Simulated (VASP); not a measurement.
# BaTe (I4mm) in VASP: notebook

The runs below take BaTe through single point, with PBE.

Everything below comes from runs of VASP 6.6.1. Logs are shortened: lines on timing, memory, paths and dates and some standing lists are left out, and cuts for length are marked.

### 1 The cell of the first run

The structure is tetragonal, space group I4mm (No. 107). Conventional cell: a = 4.822 Å, b = 4.822 Å, c = 6.820 Å, α = 90.00°, β = 90.00°, γ = 90.00°. Ba (site symmetry 4mm) has 6 Te at 3.21 to 3.61 Å within 4.2 Å. Te (site symmetry 4mm) has 6 Ba at 3.21 to 3.61 Å within 4.2 Å.

### 2 Single point, PBE

INCAR

```
PREC = Accurate
ENCUT = 520
EDIFF = 1E-6
ISMEAR = 0
SIGMA = 0.01
LREAL = F
LASPH = T
NELM = 80
ALGO = Normal
ISIF = 2
LWAVE = F
LCHARG = T
GGA = PE
LELF = T
LVHAR = T
NBANDS = 15
```

KPOINTS

```
regular mesh
0
Gamma
  4 4 4
```

POSCAR

```
BaTe
1.0
    0.0000000000      3.4100000000      3.4100000000
    3.4100000000      0.0000000000      3.4100000000
    3.4100000000      3.4100000000      0.0000000000
Ba Te
1 1
Direct
    0.0000000000      0.0000000000      0.0000000000
    0.5293255132      0.4706744868      0.4706744868
```

Potentials or basis: VASP PAW PBE potentials, release 64 (Ba_sv, Te).

On the command line:

```
$ cat potpaw_PBE.64/Ba_sv/POTCAR potpaw_PBE.64/Te/POTCAR > POTCAR
$ mpirun -np 1 vasp_std > vasp.out
```

OUTCAR:

```text
PREC = Accurate
   ENCUT = 520
   EDIFF = 1E-6
   ISMEAR = 0
   LREAL = F
   LASPH = T
   NELM = 80
   ISIF = 2
   GGA = PE

 ion  position               nearest neighbor table
   1  0.000  0.000  0.000-   2 3.21   2 3.42   2 3.42   2 3.42   2 3.42   2 3.61
   2  0.529  0.471  0.471-   1 3.21   1 3.42   1 3.42   1 3.42   1 3.42   1 3.61

  LATTYP: Found a face centered cubic cell.
 ALAT       =     6.8200000000

  Lattice vectors:

 A1 = (   0.0000000000,   3.4100000000,   3.4100000000)
 A2 = (   3.4100000000,   0.0000000000,   3.4100000000)
 A3 = (   3.4100000000,   3.4100000000,   0.0000000000)

Analysis of symmetry for initial positions (statically):
=====================================================================
 Subroutine PRICEL returns:
 Original cell was already a primitive cell.

 Routine SETGRP: Setting up the symmetry group for a
 face centered cubic supercell.

 Subroutine GETGRP returns: Found  8 space group operations
 (whereof  8 operations were pure point group operations)
 out of a pool of 48 trial point group operations.

The static configuration has the point symmetry C_4v.

Analysis of symmetry for dynamics (positions and initial velocities):
=====================================================================
 Subroutine PRICEL returns:
 Original cell was already a primitive cell.

 Routine SETGRP: Setting up the symmetry group for a
 face centered cubic supercell.

 Subroutine GETGRP returns: Found  8 space group operations
 (whereof  8 operations were pure point group operations)
 out of a pool of 48 trial point group operations.

The dynamic configuration has the point symmetry C_4v.

 Subroutine INISYM returns: Found  8 space group operations
 (whereof  8 operations are pure point group operations),
 and found     1 'primitive' translations

----------------------------------------------------------------------------------------

                                     Primitive cell

  volume of cell :      79.3036

  direct lattice vectors                    reciprocal lattice vectors
     0.000000000  3.410000000  3.410000000    -0.146627566  0.146627566  0.146627566
     3.410000000  0.000000000  3.410000000     0.146627566 -0.146627566  0.146627566
     3.410000000  3.410000000  0.000000000     0.146627566  0.146627566 -0.146627566

  length of vectors
     4.822468248  4.822468248  4.822468248     0.253966394  0.253966394  0.253966394

  position of ions in fractional coordinates (direct lattice)
     0.000000000  0.000000000  0.000000000
     0.529325513  0.470674487  0.470674487

  ion indices of the primitive-cell ions
   primitive index   ion index
                 1           1
                 2           2

----------------------------------------------------------------------------------------

 KPOINTS: regular mesh

Automatic generation of k-mesh.
 Grid dimensions read from file:
 generate k-points for:    4    4    4

 Generating k-lattice:

  Cartesian coordinates                     Fractional coordinates (reciprocal lattice)
    -0.036656891  0.036656891  0.036656891     0.250000000  0.000000000  0.000000000
     0.036656891 -0.036656891  0.036656891     0.000000000  0.250000000  0.000000000
     0.036656891  0.036656891 -0.036656891     0.000000000  0.000000000  0.250000000

  Length of vectors
     0.063491599  0.063491599  0.063491599

  Shift w.r.t. Gamma in fractional coordinates (k-lattice)
     0.000000000  0.000000000  0.000000000

 Subroutine IBZKPT returns following result:
 ===========================================

 Found     13 irreducible k-points:

 Following reciprocal coordinates:
            Coordinates               Weight
  0.000000  0.000000  0.000000      1.000000
  0.250000  0.000000  0.000000      8.000000
  0.500000  0.000000  0.000000      4.000000
  0.250000  0.250000  0.000000      4.000000
  0.000000  0.250000  0.250000      2.000000
  0.500000  0.250000  0.000000     16.000000
  0.000000  0.500000  0.250000      8.000000
 -0.250000  0.250000  0.000000      8.000000
  0.000000 -0.250000  0.250000      4.000000
  0.500000  0.500000  0.000000      2.000000
  0.000000  0.500000  0.500000      1.000000
 -0.250000  0.500000  0.250000      4.000000
  0.500000  0.250000 -0.250000      2.000000
   k-points           NKPTS =     13   k-points in BZ     NKDIM =     13   number of bands    NBANDS=     15
   number of dos      NEDOS =    301   number of ions     NIONS =      2
   total plane-waves  NPLWV =  46656
   dimension x,y,z NGX =    36 NGY =   36 NGZ =   36
   dimension x,y,z NGXF=    72 NGYF=   72 NGZF=   72
   ions per type =               1   1
   NGX,Y,Z   is equivalent  to a cutoff of  12.41, 12.41, 12.41 a.u.
   NGXF,Y,Z  is equivalent  to a cutoff of  24.82, 24.82, 24.82 a.u.
 SYSTEM =  unknown system
   PREC   = accura    normal or accurate (medium, high low for compatibility)
   ISTART =      0    job   : 0-new  1-cont  2-samecut
   ICHARG =      2    charge: 1-file 2-atom 10-const
   ISPIN  =      1    spin polarized calculation?
   LNONCOLLINEAR =      F non collinear calculations
   LSORBIT =      F    spin-orbit coupling
   LASPH  =      T    aspherical Exc in radial PAW
   ENCUT  =  520.0 eV  38.22 Ry    6.18 a.u.   8.97  8.97  8.97*2*pi/ulx,y,z
   NELM   =     80;   NELMIN=  2; NELMDL= -5     # of ELM steps
   EDIFF  = 0.1E-05   stopping-criterion for ELM
   LREAL  =      F    real-space projection
   EDIFFG = 0.1E-04   stopping-criterion for IOM
   NSW    =      0    number of steps for IOM
   IBRION =     -1    ionic relax: 0-MD 1-quasi-New 2-CG
   NFREE  =      0    steps in history (QN), initial steepest desc. (CG)
   ISIF   =      2    stress and relaxation
   ISYM   =      2    0-nonsym 1-usesym 2-fastsym
   POTIM  = 0.5000    time-step for ionic-motion
   TEBEG  =    0.0;   TEEND  =   0.0 temperature during run
   PSTRESS=    0.0 pullay stress
   NELECT =      16.0000    total number of electrons
   NUPDOWN=      -1.0000    fix difference up-down
   EMIN   =  10.00;   EMAX   =-10.00  energy-range for DOS
   EFERMI =   0.00;   METHOD = LEGACY
   ISMEAR =     0;   SIGMA  =   0.01  broadening in eV -4-tet -1-fermi 0-gaus
   EFERMI_NEDOS =   21; number of points for ismear=-14 and -15
   IALGO  =     38    algorithm
   IMIX   =      4    mixing-type and parameters
     AMIX     =   0.40;   BMIX     =  1.00
     AMIX_MAG =   1.60;   BMIX_MAG =  1.00
  volume/ion in A,a.u.               =      39.65       267.58
  Fermi-wavevector in a.u.,A,eV,Ry     =   0.960175  1.814468 12.543704  0.921936
  Thomas-Fermi vector in A             =   2.089436
   LORBIT       =      0    0 simple, 1 ext, 2 COOP (PROOUT), +10 PAW based schemes
   GGA     = PE    functional components
   LHFCALC =     F    Hartree Fock is set to
   AEXX    =    0.0000 exact exchange contribution
   IVDW    =     0    specifies the selected vdW correction
   LEPSILON=     F    determine dielectric tensor
   LRPA    =     F    only Hartree local field effects (RPA)
 non-spin polarized calculation
 Gauss-broadening in eV      SIGMA  =   0.01
  energy-cutoff  :      520.00
  volume of cell :       79.30
 maximum number of plane-waves:      2148
   NGX = 17   NGY = 17   NGZ = 17

 number of electron      16.0000000 magnetization

 Free energy of the ion-electron system (eV)
  ---------------------------------------------------
  ext. energy  EPLUGINS =         0.00000000
  ---------------------------------------------------
  free energy    TOTEN  =        -8.43824506 eV

  energy without entropy =       -8.43824506  energy(sigma->0) =       -8.43824506

 E-fermi :   2.8132     XC(G=0):  -8.5565

 val. band max:        2.7380749476   @ k =   0.0000   0.0000   0.0000
 cond. band min:       4.1278592295   @ k =   0.0000   0.5000   0.5000
 fundamental gap:      1.3897842819
 Fermi energy:         2.8132209265

 k-point     1 :       0.0000    0.0000    0.0000
  band No.  band energies     occupation
      1     -24.0301      2.00000
      2      -9.2372      2.00000
      3      -9.2023      2.00000
      4      -9.2023      2.00000
      5      -6.9117      2.00000
      6       2.7246      2.00000
      7       2.7246      2.00000
      8       2.7381      2.00000
      9       5.6737      0.00000
     10       5.7513      0.00000
     11       5.7513      0.00000
     12       6.0118      0.00000
     13       6.3724      0.00000
     14       6.5162      0.00000
     15       9.7334      0.00000

 k-point     2 :       0.2500    0.0000    0.0000
  band No.  band energies     occupation
      1     -24.0197      2.00000
      2      -9.5629      2.00000
      3      -9.2241      2.00000
      4      -9.2101      2.00000
      5      -6.3974      2.00000
      6       1.2735      2.00000
      7       1.9988      2.00000
      8       2.0385      2.00000
      9       5.8756      0.00000
     10       6.4160      0.00000
     11       6.4213      0.00000
     12       7.9612      0.00000
     13       8.1535      0.00000
     14       8.3063      0.00000
     15      11.3109      0.00000

 k-point     3 :       0.5000    0.0000    0.0000
  band No.  band energies     occupation
      1     -24.0093      2.00000
      2      -9.8244      2.00000
      3      -9.2313      2.00000
      4      -9.2177      2.00000
      5      -5.9358      2.00000
      6       0.3433      2.00000
      7       1.5027      2.00000
      8       1.5268      2.00000
      9       7.0164      0.00000
     10       7.7092      0.00000
     11       7.8267      0.00000
     12       7.8456      0.00000
     13       9.7200      0.00000
     14       9.8970      0.00000
     15      10.9901      0.00000
[... 145 lines left out ...]
 k-point    12 :      -0.2500    0.5000    0.2500
  band No.  band energies     occupation
      1     -24.0024      2.00000
      2      -9.5065      2.00000
      3      -9.4068      2.00000
      4      -9.3739      2.00000
      5      -6.3759      2.00000
      6       1.3529      2.00000
      7       1.8069      2.00000
      8       1.8622      2.00000
      9       6.2119      0.00000
     10       6.3180      0.00000
     11       7.9091      0.00000
     12       8.2368      0.00000
     13       8.7793      0.00000
     14      11.4470      0.00000
     15      11.5409      0.00000

 k-point    13 :       0.5000    0.2500   -0.2500
  band No.  band energies     occupation
      1     -24.0026      2.00000
      2      -9.4694      2.00000
      3      -9.4052      2.00000
      4      -9.4052      2.00000
      5      -6.3789      2.00000
      6       1.3754      2.00000
      7       1.7714      2.00000
      8       1.7714      2.00000
      9       6.3826      0.00000
     10       6.3826      0.00000
     11       7.8557      0.00000
     12       8.2623      0.00000
     13       8.8129      0.00000
     14      11.0303      0.00000
     15      11.7247      0.00000

------------------------ aborting loop because EDIFF is reached ----------------------------------------

  FORCE on cell =-STRESS in cart. coord.  units (eV):
  Direction    XX          YY          ZZ          XY          YZ          ZX
  --------------------------------------------------------------------------------------
  -------------------------------------------------------------------------------------
  Total        2.9347659      2.0203762      2.0203762      0.0000000      0.0000000      0.0000000
  in kB       59.2912922     40.8178090     40.8178090      0.0000000      0.0000000      0.0000000
  external PRESSURE =      46.9756367 kB  Pullay stress =       0.0000000 kB

 VOLUME and BASIS-vectors are now :
 -----------------------------------------------------------------------------
  energy-cutoff  :      520.00
  volume of cell :       79.30
      direct lattice vectors                 reciprocal lattice vectors
     0.000000000  3.410000000  3.410000000    -0.146627566  0.146627566  0.146627566
     3.410000000  0.000000000  3.410000000     0.146627566 -0.146627566  0.146627566
     3.410000000  3.410000000  0.000000000     0.146627566  0.146627566 -0.146627566

 POSITION                                       TOTAL-FORCE (eV/Angst)
 -----------------------------------------------------------------------------------
      0.00000      0.00000      0.00000        -0.657795      0.000000      0.000000
      3.21000      3.41000      3.41000         0.657795      0.000000      0.000000
 -----------------------------------------------------------------------------------
    total drift:                               -0.000015      0.000000      0.000000

  FREE ENERGIE OF THE ION-ELECTRON SYSTEM (eV)
  ---------------------------------------------------
  free  energy   TOTEN  =        -8.4382450593 eV

  energy  without entropy=       -8.4382450593  energy(sigma->0) =       -8.43824506
```

It took 24 s on 1 thread of Intel Xeon 8259CL, shared host; peak memory 0.21 GiB.

Results:

```yaml
Free_energy: -8.4382 eV
Pressure: 4.7 GPa
Largest_force: 0.658 eV/Å
Band_gap_on_the_k_mesh: 1.39 eV, indirect (least direct gap 1.71 eV)
```

Forces in eV/Å, atoms in the order of the input:
```
Ba  -0.658  0.000  0.000
Te   0.658  0.000  0.000
```

Levels at points of the mesh, in eV from the valence-band top:
| k point | band 5 | band 6 | band 7 | band 8 | band 9 | band 10 | band 11 | band 12 |
| --- | --- | --- | --- | --- | --- | --- | --- | --- |
| (0.00, 0.00, 0.00) | -9.65 | -0.01 | -0.01 | 0.00 | 2.94 | 3.01 | 3.01 | 3.27 |
| (0.50, 0.00, 0.00) | -8.67 | -2.39 | -1.24 | -1.21 | 4.28 | 4.97 | 5.09 | 5.11 |
| (0.50, 0.50, 0.00) | -9.41 | -1.09 | -0.46 | -0.31 | 1.55 | 4.65 | 5.02 | 6.03 |
| (0.00, 0.50, 0.50) | -9.39 | -1.05 | -0.32 | -0.32 | 1.39 | 4.63 | 5.07 | 5.76 |

Caveat: spin-orbit coupling is left out, which moves the levels of the heavy elements.

### 3 Single point, PBE

INCAR

```
ALGO     = Normal         # electronic algorithm
EDIFF    = 1E-6           # SCF threshold, eV
ENCUT    = 520            # plane-wave cutoff, eV
GGA      = PE             # functional
ISIF     = 2              # what is computed and relaxed
ISMEAR   = 0              # smearing method
LASPH    = T              # aspherical terms in the spheres
LCHARG   = F              # write CHGCAR
LREAL    = F              # projectors in reciprocal space
LWAVE    = F              # write WAVECAR
NBANDS   = 15             # bands
NELM     = 60             # most SCF steps
PREC     = Accurate       # precision mode
SIGMA    = 0.01           # smearing width, eV
```

KPOINTS

```
k-points
0
Gamma
  4 4 4
```

Edit POSCAR of step 2 so:

```diff
@@ -9,2 +9,2 @@
     0.0000000000      0.0000000000      0.0000000000
-    0.5293255132      0.4706744868      0.4706744868
+    0.4706744868      0.5293255132      0.5293255132
```

Potentials or basis: VASP PAW PBE potentials, release 64 (Ba_sv, Te).

On the command line:

```
$ cat potpaw_PBE.64/Ba_sv/POTCAR potpaw_PBE.64/Te/POTCAR > POTCAR
$ mpirun -np 1 vasp_std > vasp.out
```

Run time: 25 s. Hardware: 1 thread of Intel Xeon 8259CL, shared host; peak memory 0.21 GiB.

It converged, with:

* Free energy: -8.4382 eV
* Pressure: 4.7 GPa
* Largest force: 0.658 eV/Å
* Band gap on the k mesh: 1.39 eV, indirect (least direct gap 1.71 eV)

Forces in eV/Å, atoms in the order of the input:
```
Ba   0.658  0.000  0.000
Te  -0.658  0.000  0.000
```

Stress tensor (GPa, compression positive):
```
5.93 0.00 0.00
0.00 4.08 0.00
0.00 0.00 4.08
```

Levels at points of the mesh, in eV from the valence-band top:
```
           k point  band 4  band 5  band 6  band 7  band 8  band 9  band 10  band 11  band 12  band 13
(0.00, 0.00, 0.00)  -11.94   -9.65   -0.01   -0.01    0.00    2.94     3.01     3.01     3.27     3.63
(0.50, 0.00, 0.00)  -11.96   -8.67   -2.39   -1.24   -1.21    4.28     4.97     5.09     5.11     6.98
(0.50, 0.50, 0.00)  -12.05   -9.41   -1.09   -0.46   -0.31    1.55     4.65     5.02     6.03     6.03
(0.00, 0.50, 0.50)  -12.06   -9.39   -1.05   -0.32   -0.32    1.39     4.63     5.07     5.76     6.02
```

Caveat: spin-orbit coupling is left out, which moves the levels of the heavy elements. A k mesh can miss the band edges.
